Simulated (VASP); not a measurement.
# TiTl2Te3 (C2/c) in VASP: single point with PBE

Aim: the single point of TiTl2Te3 with PBE.

All numbers are computed with VASP 6.6.1; they aren't measurements. Logs are shortened: lines on timing, memory, paths and dates and some standing lists are left out, and cuts for length are marked.

## 1. The cell of the first run

It takes space group C2/c (No. 15, monoclinic). The conventional cell has a = 8.587 Å, b = 12.964 Å, c = 7.290 Å, α = 90.00°, β = 110.19°, γ = 90.00°. Ti (site symmetry 2) has 6 Te at 2.78 to 3.15 Å within 3.7 Å. Within 4.2 Å of Tl (site symmetry 2) lie 6 Te at 3.19 to 3.76 Å and 5 Tl at 4.02 to 4.18 Å. Tl (site symmetry 2) has 8 Te at 3.23 to 5.14 Å and 7 Tl at 4.02 to 4.95 Å and 5 Ti at 4.37 to 4.70 Å within 5.2 Å. Te (site symmetry -1) has 2 Ti at 3.15 Å and 4 Tl at 3.19 to 3.27 Å and 10 Te at 4.19 to 4.57 Å within 4.6 Å. Te (site symmetry 1) has 2 Ti at 2.78 to 2.80 Å and 4 Tl at 3.23 to 3.76 Å and 2 Te at 3.63 to 3.89 Å within 3.9 Å.

## 2. Single point, PBE

Input file INCAR:

```
SYSTEM = TiTl2Te3
PREC = Accurate ; ENCUT = 520
EDIFF = 1E-7 ; ISMEAR = 0
SIGMA = 0.1 ; LREAL = .False.
LASPH = .True. ; NELM = 100
ALGO = Normal ; ISIF = 2
LWAVE = .False. ; LCHARG = .False.
GGA = PE ; NBANDS = 68
```

Input file KPOINTS:

```
regular mesh
0
Gamma
  4 4 4
  0 0 0
```

Input file POSCAR:

```
TiTl2Te3
1.0
    4.2937335755     -6.4821133378      0.0000000000
    4.2937335755      6.4821133378      0.0000000000
   -2.5162737330      0.0000000000      6.8418019417
Ti Tl Te
2 4 6
Direct
    0.9169237631      0.0830762369      0.7500000000
    0.0830762369      0.9169237631      0.2500000000
    0.5785413883      0.4214586117      0.7500000000
    0.4214586117      0.5785413883      0.2500000000
    0.2686676269      0.7313323731      0.7500000000
    0.7313323731      0.2686676269      0.2500000000
    0.5000000000      0.0000000000      0.5000000000
    0.0000000000      0.5000000000      0.0000000000
    0.2526019809      0.1128422165      0.9988118688
    0.7473980191      0.8871577835      0.0011881312
    0.1128422165      0.2526019809      0.4988118688
    0.8871577835      0.7473980191      0.5011881312
```

Potentials or basis: VASP PAW PBE potentials, release 64 (Ti_sv, Tl_d, Te).

Run with:

```sh
$ cat potpaw_PBE.64/Ti_sv/POTCAR potpaw_PBE.64/Tl_d/POTCAR potpaw_PBE.64/Te/POTCAR > POTCAR
$ mpirun -np 1 vasp_std > vasp.out
```

OUTCAR:

```text
SYSTEM = TiTl2Te3
   PREC = Accurate
   ENCUT = 520
   EDIFF = 1E-7
   ISMEAR = 0
   LREAL = .False.
   LASPH = .True.
   NELM = 100
   ISIF = 2
   GGA = PE

 ion  position               nearest neighbor table
   1  0.917  0.083  0.750-   9 2.78  12 2.78  11 2.80  10 2.80   7 3.15   8 3.15
   2  0.083  0.917  0.250-  10 2.78  11 2.78   9 2.80  12 2.80   7 3.15   8 3.15
   3  0.579  0.421  0.750-   7 3.19   8 3.19  10 3.32  11 3.32   9 3.76  12 3.76   5 4.02
   4  0.421  0.579  0.250-   7 3.19   8 3.19   9 3.32  12 3.32  11 3.76  10 3.76   6 4.02
   5  0.269  0.731  0.750-   9 3.23  12 3.23   7 3.27   8 3.27  11 3.42  10 3.42   3 4.02
   6  0.731  0.269  0.250-  10 3.23  11 3.23   7 3.27   8 3.27   9 3.42  12 3.42   4 4.02
   7  0.500  0.000  0.500-   1 3.15   2 3.15   3 3.19   4 3.19   5 3.27   6 3.27
   8  0.000  0.500  0.000-   1 3.15   2 3.15   3 3.19   4 3.19   5 3.27   6 3.27
   9  0.253  0.113  0.999-   1 2.78   2 2.80   5 3.23   4 3.32   6 3.42  10 3.63   3 3.76
  10  0.747  0.887  0.001-   2 2.78   1 2.80   6 3.23   3 3.32   5 3.42   9 3.63   4 3.76
  11  0.113  0.253  0.499-   2 2.78   1 2.80   6 3.23   3 3.32   5 3.42  12 3.63   4 3.76
  12  0.887  0.747  0.501-   1 2.78   2 2.80   5 3.23   4 3.32   6 3.42  11 3.63   3 3.76

  LATTYP: Found a base centered monoclinic cell.
 ALAT       =     8.5874671510
 B/A-ratio  =     1.5096682698
 C/A-ratio  =     0.8488938715
 COS(beta)  =    -0.3451750505

  Lattice vectors:

 A1 = (   4.2937335755,  -6.4821133378,   0.0000000000)
 A2 = (   4.2937335755,   6.4821133378,   0.0000000000)
 A3 = (  -2.5162737330,   0.0000000000,   6.8418019417)

Analysis of symmetry for initial positions (statically):
=====================================================================
 Subroutine PRICEL returns:
 Original cell was already a primitive cell.

 Routine SETGRP: Setting up the symmetry group for a
 base centered monoclinic supercell.

 Subroutine GETGRP returns: Found  4 space group operations
 (whereof  2 operations were pure point group operations)
 out of a pool of  4 trial point group operations.

The static configuration has the point symmetry S_2 .
 The point group associated with its full space group is C_2h.

Analysis of symmetry for dynamics (positions and initial velocities):
=====================================================================
 Subroutine PRICEL returns:
 Original cell was already a primitive cell.

 Routine SETGRP: Setting up the symmetry group for a
 base centered monoclinic supercell.

 Subroutine GETGRP returns: Found  4 space group operations
 (whereof  2 operations were pure point group operations)
[... 137 lines left out ...]
   ISMEAR =     0;   SIGMA  =   0.10  broadening in eV -4-tet -1-fermi 0-gaus
   EFERMI_NEDOS =   21; number of points for ismear=-14 and -15
   IALGO  =     38    algorithm
   IMIX   =      4    mixing-type and parameters
     AMIX     =   0.40;   BMIX     =  1.00
     AMIX_MAG =   1.60;   BMIX_MAG =  1.00
  volume/ion in A,a.u.               =      31.74       214.17
  Fermi-wavevector in a.u.,A,eV,Ry     =   1.088671  2.057290 16.125695  1.185205
  Thomas-Fermi vector in A             =   2.224858
   LORBIT       =      0    0 simple, 1 ext, 2 COOP (PROOUT), +10 PAW based schemes
   GGA     = PE    functional components
   LHFCALC =     F    Hartree Fock is set to
   AEXX    =    0.0000 exact exchange contribution
   IVDW    =     0    specifies the selected vdW correction
   LEPSILON=     F    determine dielectric tensor
   LRPA    =     F    only Hartree local field effects (RPA)
 non-spin polarized calculation
 Gauss-broadening in eV      SIGMA  =   0.10
  energy-cutoff  :      520.00
  volume of cell :      380.85
 maximum number of plane-waves:     10290
 NGX is ok and might be reduce to    60
   NGX = 29   NGY = 29   NGZ = 27

 number of electron     112.0000016 magnetization

 Free energy of the ion-electron system (eV)
  ---------------------------------------------------
  ext. energy  EPLUGINS =         0.00000000
  ---------------------------------------------------
  free energy    TOTEN  =       -48.16045202 eV

  energy without entropy =      -48.15754449  energy(sigma->0) =      -48.15899826

 E-fermi :   5.4314     XC(G=0):  -9.2756

 val. band max:        5.3591146209   @ k =  -0.2500  -0.2500   0.2500
 cond. band min:       5.4709886547   @ k =   0.5000   0.5000   0.0000
 fundamental gap:      0.1118740339
 Fermi energy:         5.4313563209

 k-point     1 :       0.0000    0.0000    0.0000
  band No.  band energies     occupation
      1     -52.5346      2.00000
      2     -52.5343      2.00000
      3     -28.7985      2.00000
      4     -28.7967      2.00000
      5     -28.7638      2.00000
      6     -28.7622      2.00000
[... 1693 lines left out ...]
     67       7.9328      0.00000
     68       7.9328      0.00000

------------------------ aborting loop because EDIFF is reached ----------------------------------------

  FORCE on cell =-STRESS in cart. coord.  units (eV):
  Direction    XX          YY          ZZ          XY          YZ          ZX
  --------------------------------------------------------------------------------------
  -------------------------------------------------------------------------------------
  Total        0.3106656     -0.1689720     -0.1618614      0.0000000      0.0000000      0.0862546
  in kB        1.3069275     -0.7108423     -0.6809286      0.0000000      0.0000000      0.3628615
  external PRESSURE =      -0.0282811 kB  Pullay stress =       0.0000000 kB

 VOLUME and BASIS-vectors are now :
 -----------------------------------------------------------------------------
  energy-cutoff  :      520.00
  volume of cell :      380.85
      direct lattice vectors                 reciprocal lattice vectors
     4.293733576 -6.482113338  0.000000000     0.116448771 -0.077135337  0.042827458
     4.293733576  6.482113338  0.000000000     0.116448771  0.077135337  0.042827458
    -2.516273733  0.000000000  6.841801942     0.000000000  0.000000000  0.146160326

 POSITION                                       TOTAL-FORCE (eV/Angst)
 -----------------------------------------------------------------------------------
      2.40653     -5.40509      5.13135        -0.000000     -0.042518      0.000000
      3.66467      5.40509      1.71045        -0.000000      0.042518      0.000000
      2.40653     -1.01823      5.13135        -0.000000     -0.008193      0.000000
      3.66467      1.01823      1.71045        -0.000000      0.008193      0.000000
      2.40653      2.99905      5.13135        -0.000000     -0.008261      0.000000
      3.66467     -2.99905      1.71045        -0.000000      0.008261      0.000000
      0.88873     -3.24106      3.42090        -0.000000      0.000000      0.000000
      2.14687      3.24106      0.00000        -0.000000      0.000000      0.000000
     -0.94416     -0.90594      6.83367        -0.021076     -0.001752      0.016366
      7.01536      0.90594      0.00813         0.021076      0.001752     -0.016366
      0.31397      0.90594      3.41277        -0.021076      0.001752      0.016366
      5.75722     -0.90594      3.42903         0.021076     -0.001752     -0.016366
 -----------------------------------------------------------------------------------
    total drift:                               -0.000000     -0.000000     -0.000000

  FREE ENERGIE OF THE ION-ELECTRON SYSTEM (eV)
  ---------------------------------------------------
  free  energy   TOTEN  =       -48.1604520224 eV

  energy  without entropy=      -48.1575444932  energy(sigma->0) =      -48.15899826
```

Wall time 17 min (1 thread of Intel Xeon Platinum 8259CL at 2.50GHz (Skylake/Cascade Lake), shared host); peak memory 0.79 GiB.

Results:

```
Free energy            : -48.1605 eV
Pressure               : 0.0 GPa
Largest force          : 0.043 eV/Å
Band gap on the k mesh : 0.11 eV (least direct gap 0.38 eV)
```

Forces on the atoms (eV/Å):
```
Ti   0.000 -0.043  0.000
Ti   0.000  0.043  0.000
Tl   0.000 -0.008  0.000
Tl   0.000  0.008  0.000
Tl   0.000 -0.008  0.000
Tl   0.000  0.008  0.000
Te   0.000  0.000  0.000
Te   0.000  0.000  0.000
Te  -0.021 -0.002  0.016
Te   0.021  0.002 -0.016
Te  -0.021  0.002  0.016
Te   0.021 -0.002 -0.016
```

Levels at points of the mesh, in eV from the valence-band top:
| k point | band 53 | band 54 | band 55 | band 56 | band 57 | band 58 | band 59 | band 60 |
| --- | --- | --- | --- | --- | --- | --- | --- | --- |
| (0.00, 0.00, 0.00) | -0.89 | -0.44 | -0.21 | -0.18 | 0.32 | 0.35 | 0.57 | 0.63 |
| (0.50, 0.00, 0.00) | -1.09 | -0.52 | -0.21 | -0.16 | 0.34 | 0.38 | 0.65 | 0.69 |
| (0.50, 0.50, 0.00) | -0.90 | -0.87 | -0.66 | -0.35 | 0.11 | 0.47 | 0.55 | 0.66 |
| (0.00, 0.00, 0.50) | -0.85 | -0.85 | -0.25 | -0.25 | 0.37 | 0.37 | 0.71 | 0.71 |
| (0.50, 0.00, 0.50) | -1.07 | -0.79 | -0.67 | -0.29 | 0.22 | 0.44 | 0.72 | 0.78 |
| (0.50, 0.50, 0.50) | -1.07 | -1.07 | -0.64 | -0.64 | 0.35 | 0.35 | 0.51 | 0.51 |

Caveat: spin-orbit coupling is left out, which moves the levels of the heavy elements.
